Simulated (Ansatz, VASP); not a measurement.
Given: the input of a run of VASP 6.6.1 on InAs.

INCAR

```
  PREC = Accurate
  ENCUT = 520
  EDIFF = 1E-6
  ISMEAR = 0
  SIGMA = 0.05
  LREAL = F
  LASPH = T
  NELM = 100
  ALGO = Normal
  ISIF = 2
  LWAVE = F
  LCHARG = F
  NBANDS = 16
```

File KPOINTS:

```
Automatic mesh
0
Gamma
  8 8 8
```

POSCAR

```
InAs
1.0
    0.0000000000      2.8773040000      2.8773040000
    2.8773040000      0.0000000000      2.8773040000
    2.8773040000      2.8773040000      0.0000000000
In As
1 1
Direct
    0.5000000000      0.5000000000      0.5000000000
    0.0000000000      0.0000000000      0.0000000000
```

Potentials or basis: VASP PAW LDA potentials, release 64 (In_d, As).

Launch:

```bash
$ cat potpaw_LDA.64/In_d/POTCAR potpaw_LDA.64/As/POTCAR > POTCAR
$ mpirun -np 1 vasp_std > vasp.out
```

**Question.** Translate it to Ansatz 0.2.0. Potentials there: all-electron LAPW, scalar-relativistic.

**Answer.** As run (the cutoff follows the program's own potentials):

input.yaml

```yaml
crystal:
  lattice:
    - [0.0, 2.877304, 2.877304]
    - [2.877304, 0.0, 2.877304]
    - [2.877304, 2.877304, 0.0]
  atoms:
    - { symbol: In, position: [0.5, 0.5, 0.5] }
    - { symbol: As, position: [0.0, 0.0, 0.0] }
kpoints:
  mp_grid: { grid: [8, 8, 8] }
scf:
  occupations: { method: gaussian, width: 0.05 }
hamiltonian:
  xc: lda
  pseudopotentials: { kind: all_electron, lapw: { basis_error: 0.001 } }
output:
  forces: true
  stress: true
  eigenvalues: true
```

Potentials or basis: all-electron LAPW, scalar-relativistic.

Launch:

```console
$ ansatz run input.yaml --threads 1 --pin off --max-ram 3072MiB --backend cpu --events-out ev --progress --plain --runs-dir out
```

Both were run:

|  | VASP | Ansatz | Ansatz less VASP |
| --- | --- | --- | --- |
| gap on the k mesh at the Fermi level (eV) | none | none | - |
| pressure (GPa) | -5.0 | -5.1 | -0.12 |

LDA's correlation is that of Perdew and Zunger in VASP and of Perdew and Wang (1992) in Ansatz. A gap of «none» marks a metal or a gap that the smearing closes. Ansatz ran all-electron here, and VASP with PAW potentials.
